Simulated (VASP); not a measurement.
Wanted: the native input for a VASP 6.6.1 run.

| Item | Value |
| --- | --- |
| Task | single point |
| Functional | PBE |
| Potentials or basis | VASP PAW PBE potentials, release 64 (Li_sv, Os) |
| Cutoff | 520 eV |
| k mesh | 6 × 6 × 6 |
| Occupations | gaussian, width 0.1 eV |
| Spin | no spin polarisation |
| Dipole correction | no |
| Further INCAR settings | ALGO = Normal; EDIFF = 1e-07; NBANDS = 16 |

The structure of Li3Os lies in POSCAR:

```
Li3Os
1.0
   -1.7641761700      1.7641761700      4.1788593500
    1.7641761700     -1.7641761700      4.1788593500
    1.7641761700      1.7641761700     -4.1788593500
Li Os
3 1
Direct
    0.7500000000      0.2500000000      0.5000000000
    0.2500000000      0.7500000000      0.5000000000
    0.5000000000      0.5000000000      0.0000000000
    0.0000000000      0.0000000000      0.0000000000
```

The cell was built from a structure type or drawn by symmetry, and may not be a known phase.

These files were run (other wordings do the same):

INCAR

```
SYSTEM = Li3Os
  PREC = Accurate
  ENCUT = 520
  EDIFF = 1E-7
  ISMEAR = 0
  SIGMA = 0.1
  LREAL = .FALSE.
  LASPH = .TRUE.
  NELM = 100
  ALGO = Normal
  ISIF = 2
  LWAVE = .FALSE.
  LCHARG = .FALSE.
  GGA = PE
  NBANDS = 16
```

KPOINTS

```
Automatic mesh
0
G
  6 6 6
  0 0 0
```

Potentials or basis: VASP PAW PBE potentials, release 64 (Li_sv, Os).

Command:

```console
$ cat potpaw_PBE.64/Li_sv/POTCAR potpaw_PBE.64/Os/POTCAR > POTCAR
$ mpirun -np 1 vasp_std > vasp.out
```

Results of the run:

```json
{"Band gap on the k mesh": "zero (an odd number of electrons rules out a gap without spin polarisation)"}
```

Caveat: spin-orbit coupling is left out, which moves the levels of the heavy elements.

Run time: 39 s on 1 thread of Intel(R) Xeon(R) Platinum 8375C CPU @ 2.90GHz (Ice Lake), with other jobs on the host, peak memory 0.21 GiB.
